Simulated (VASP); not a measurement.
Set up this calculation in VASP 6.6.1, as the native input.

```
Task                   : relaxation of cell and atoms
Functional             : PBE
Dispersion             : D3(BJ)
Potentials or basis    : VASP PAW PBE potentials, release 64 (Ga_d, Se)
Cutoff                 : 500 eV
k mesh                 : 6 × 6 × 2
Occupations            : gaussian, width 0.1 eV
Spin                   : no spin polarisation
Dipole correction      : no
Further INCAR settings : ALGO = Normal; EDIFF = 1e-07; IBRION = 2; EDIFFG = -0.05; NSW = 100; ISIF = 3
```

The structure of GaSe lies in POSCAR:

```
GaSe
1.0
    3.7420012726      0.0000000000      0.0000000000
   -1.8710006363      3.2406681631      0.0000000000
    0.0000000000      0.0000000000     15.9190000000
Ga Se
4 4
Direct
    0.3333333333      0.6666666667      0.1770000000
    0.6666666667      0.3333333333      0.6770000000
    0.3333333333      0.6666666667      0.3230000000
    0.6666666667      0.3333333333      0.8230000000
    0.3333333333      0.6666666667      0.6000000000
    0.6666666667      0.3333333333      0.1000000000
    0.3333333333      0.6666666667      0.9000000000
    0.6666666667      0.3333333333      0.4000000000
```

The input as run:

INCAR

```
SYSTEM = GaSe
ALGO     = Normal         ! electronic algorithm
EDIFF    = 1E-7           ! SCF threshold, eV
EDIFFG   = -0.05          ! ionic threshold
ENCUT    = 500            ! plane-wave cutoff, eV
GGA      = PE             ! functional
GGA_COMPAT= .False.      
IBRION   = 2              ! ionic algorithm
ISIF     = 3              ! what is computed and relaxed
ISMEAR   = 0              ! smearing method
IVDW     = 12             ! dispersion correction
LASPH    = .True.         ! aspherical terms in the spheres
LCHARG   = .False.        ! write CHGCAR
LREAL    = .False.        ! projectors in reciprocal space
LWAVE    = .False.        ! write WAVECAR
NELM     = 120            ! most SCF steps
NELMIN   = 4            
NSW      = 100            ! ionic steps
PREC     = Accurate       ! precision mode
SIGMA    = 0.1            ! smearing width, eV
```

KPOINTS

```
k-points
0
Gamma
  6 6 2
  0 0 0
```

Potentials or basis: VASP PAW PBE potentials, release 64 (Ga_d, Se).

The run is started by

```console
$ cat potpaw_PBE.64/Ga_d/POTCAR potpaw_PBE.64/Se/POTCAR > POTCAR
$ mpirun -np 1 vasp_std > vasp.out
```

It gave:

```json
{"Relaxed volume": "24.77 Å³/atom", "Relaxed cell": "a = 3.773 Å, b = 3.773 Å, c = 16.077 Å, α = 90.00°, β = 90.00°, γ = 120.00°", "Space group after relaxing (to 0.05 Å)": "P6_3/mmc (No. 194)", "Energy gained by relaxing": "16.6 meV/atom", "Ionic steps": "6", "Pressure after relaxing": "-0.1 GPa", "Largest force after relaxing": "0.018 eV/Å", "Band gap on the k mesh": "0.88 eV, direct", "Dispersion energy per atom": "-0.288 eV"}
```

Caveat: the relaxation stopped at a loose force limit of 0.05 eV/Å, so its end isn't a converged minimum.

Run time: 13 min on 1 thread of Intel(R) Xeon(R) Platinum 8259CL CPU @ 2.50GHz (Skylake/Cascade Lake), with other jobs on the host, peak memory 0.36 GiB.
